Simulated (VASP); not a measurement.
Input of a VASP 6.6.1 run:

Contents of INCAR:

```
SYSTEM = Zr4C3
  ALGO = Normal
  DIPOL = 0.5 0.5 0.499
  EDIFF = 1E-6
  ENCUT = 520
  GGA = PS
  IDIPOL = 3
  ISIF = 2
  ISMEAR = 0
  LASPH = .TRUE.
  LCHARG = .FALSE.
  LDIPOL = .TRUE.
  LREAL = .FALSE.
  LWAVE = .FALSE.
  NBANDS = 39
  NELM = 80
  PREC = Accurate
  SIGMA = 0.1
```

File KPOINTS:

```
k-points
0
G
  9 9 1
  0 0 0
```

POSCAR

```
Zr4C3
1.0
    3.3015289957      0.0000000000      0.0000000000
   -1.6507644978      2.8592079816      0.0000000000
    0.0000000000      0.0000000000     25.0870614104
Zr C
4 3
Direct
    0.3333333333      0.6666666667      0.3388200739
    0.0000000000      0.0000000000      0.4462733580
    0.6666666667      0.3333333333      0.5505895916
    0.3333333333      0.6666666667      0.6543499698
    0.6666666667      0.3333333333      0.3925467159
    0.3333333333      0.6666666667      0.5000120718
    0.0000000000      0.0000000000      0.6103759004
```

Potentials or basis: VASP PAW PBE potentials, release 64 (Zr_sv, C).

Command:

```console
$ cat potpaw_PBE.64/Zr_sv/POTCAR potpaw_PBE.64/C/POTCAR > POTCAR
$ mpirun -np 1 vasp_std > vasp.out
```

Task: Predict the largest force.

Result: 1.897 eV/Å.

Task: What does it give for the band gap on the k mesh?

Result: Zero (bands 30 and 31 overlap by 0.64 eV).

Forces on the atoms (eV/Å):
```
Zr   0.000  0.000  1.897
Zr   0.000  0.000 -0.129
Zr   0.000  0.000  0.012
Zr   0.000  0.000  0.043
C    0.000  0.000 -1.786
C    0.000  0.000 -0.020
C    0.000  0.000 -0.017
```

Caveat: the PAW data sets were made with another functional, which shifts forces and pressure a little.
